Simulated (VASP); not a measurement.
A run of VASP 6.6.1 is set up as follows.

Contents of INCAR:

```
PREC     = Accurate       # precision mode
ENCUT    = 500            # plane-wave cutoff, eV
EDIFF    = 1E-6           # SCF threshold, eV
ISMEAR   = 0              # smearing method
SIGMA    = 0.01           # smearing width, eV
LREAL    = False          # projectors in reciprocal space
LASPH    = True           # aspherical terms in the spheres
NELM     = 120            # most SCF steps
ALGO     = Normal         # electronic algorithm
ISIF     = 2              # what is computed and relaxed
LWAVE    = False          # write WAVECAR
LCHARG   = True           # write CHGCAR
GGA      = PS             # functional
LELF     = True           # ELF
LVHAR    = True         
NBANDS   = 15             # bands
GGA_COMPAT= False
```

File KPOINTS:

```
Automatic mesh
0
Gamma
  5 5 5
```

The input POSCAR:

```
CaSe
1.0
    0.0000000000      3.3000000000      3.3000000000
    3.3000000000      0.0000000000      3.3000000000
    3.3000000000      3.3000000000      0.0000000000
Ca Se
1 1
Direct
    0.0000000000      0.0000000000      0.0000000000
    0.7500000000      0.7500000000      0.7500000000
```

Potentials or basis: VASP PAW PBE potentials, release 64 (Ca_sv, Se).

Run with:

```bash
$ cat potpaw_PBE.64/Ca_sv/POTCAR potpaw_PBE.64/Se/POTCAR > POTCAR
$ mpirun -np 1 vasp_std > vasp.out
```

**Question.** What does it give for the pressure?

**Answer.** -1.3 GPa.

**Question.** Predict the band gap on the k mesh.

**Answer.** 3.01 eV (least direct gap 3.09 eV).

Caveat: the PAW data sets were made with another functional, which shifts forces and pressure a little; an odd mesh through Γ misses points on the zone boundary, where band edges can lie.
